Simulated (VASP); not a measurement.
Runs of VASP 6.6.1 on TiTe2. The structure is trigonal, space group R3m (No. 160). The conventional cell has a = 3.760 Å, b = 3.760 Å, c = 20.445 Å, α = 90.00°, β = 90.00°, γ = 120.00°. Ti (site symmetry 3m) has 6 Te at 2.78 to 2.80 Å and 6 Ti at 3.76 Å within 3.8 Å. Within 3.8 Å of Te (site symmetry 3m) lie 3 Ti at 2.80 Å and 7 Te at 3.50 to 3.76 Å. Within 3.8 Å of Te (site symmetry 3m) lie 3 Ti at 2.78 Å and 7 Te at 3.50 to 3.76 Å. 

```tsv
level	spin	k mesh	smearing	gap on the mesh (eV)	pressure (GPa)	largest force (eV/Å)
PBE	collinear	6 × 6 × 6	fermi-dirac 0.02 eV	none	1.0	0.15
PBE	off	3 × 3 × 3	fermi-dirac 0.02 eV	none	1.7	0.12
PBE	off	6 × 6 × 6	methfessel-paxton 0.001 eV	none	(a)	0.16
PBEsol	off	6 × 6 × 6	fermi-dirac 0.02 eV	none	-1.9	0.04
```

Alike in all rows: task single point; potentials or basis VASP PAW PBE potentials, release 64 (Ti_sv, Te); cell as given; cutoff (eV) 500.

Problem. Fill in the values left out.

Solution. (a) 1.1.

Caveats: some runs use coarse meshes; spin-orbit coupling is left out, which moves the levels of the heavy elements; the PAW data sets were made with another functional, which shifts forces and pressure a little (at least some runs).

A k mesh can miss the band edges, and the runs leave out spin-orbit coupling on Te.

A gap of «none» marks levels without a gap at the run's occupations.
